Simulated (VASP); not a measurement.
A run of VASP 6.6.1 is set up as follows.

The input INCAR:

```
SYSTEM = Al
PREC = Accurate
ENCUT = 520
EDIFF = 1E-6
ISMEAR = 0
SIGMA = 0.1
LREAL = Auto
LASPH = .TRUE.
NELM = 60
ALGO = Normal
ISIF = 2
LWAVE = .FALSE.
LCHARG = .FALSE.
GGA = CA
NBANDS = 72
```

The input KPOINTS:

```
Automatic mesh
0
G
  2 2 2
  0 0 0
```

Contents of POSCAR:

```
Al
1.0
    8.1000000000      0.0000000000      0.0000000000
    0.0000000000      8.1000000000      0.0000000000
    0.0000000000      0.0000000000      8.1000000000
Al
33
Direct
    0.5011955556     -0.0115767901      0.0122190123
    0.7421040741      0.2499376543     -0.0081077778
    0.7476940741      0.0523118519      0.2571753086
   -0.0104543210      0.0000080247      0.0034037037
    0.2424291358      0.2499329630      0.0022329630
    0.5011809877      0.5113955556      0.0121870370
    0.7359150617      0.7499045679     -0.0862662963
    0.2351279012      0.0102418519      0.2525006173
    0.4793453086      0.2499218519      0.2478551852
    0.7476598765      0.4476396296      0.2571718519
    0.4874629630      0.0112895062      0.5055774074
    0.7377292593      0.2499380247      0.5131928395
    0.7395051852      0.0173319753      0.7440007407
   -0.0104355556      0.4998560494      0.0034375309
    0.2481798765      0.7499061728      0.0046185185
    0.0068351852      0.2499535802      0.2514464198
    0.2351308642      0.4895825926      0.2525204938
    0.7028276543      0.7500016049      0.2116975309
   -0.0126998765      0.0061023457      0.5050432099
    0.2381883951      0.2499102469      0.5061965432
    0.4874324691      0.4885329630      0.5055954321
    0.7474683951      0.7499267901      0.5332023457
    0.2412819753      0.0029638272      0.7573893827
    0.4875948148      0.2499023457      0.7629740741
    0.7395160494      0.4825171605      0.7439987654
    0.0145517284      0.7499396296      0.2502328395
   -0.0126807407      0.4937618519      0.5050328395
    0.2055351852      0.7499516049      0.5200933333
   -0.0066938272      0.2499374074      0.7543106173
    0.2412570370      0.4968822222      0.7573762963
    0.4681937037      0.7499117284      0.7333204938
    0.0087495062      0.7499077778      0.7639902469
    0.4180572840      0.7498830864      0.2970102469
```

Potentials or basis: VASP PAW LDA potentials, release 64 (Al).

Command:

```console
$ cat potpaw_LDA.64/Al/POTCAR > POTCAR
$ mpirun -np 1 vasp_std > vasp.out
```

Problem. What does it give for the largest force?

Solution. 0.316 eV/Å.

Problem. Predict the pressure.

Solution. 1.3 GPa.

Stress tensor (GPa, compression positive):
```
 1.49  0.00 -0.63
 0.00  1.17  0.00
-0.63  0.00  1.21
```

Caveat: the k points lie up to 0.39 Å⁻¹ apart.
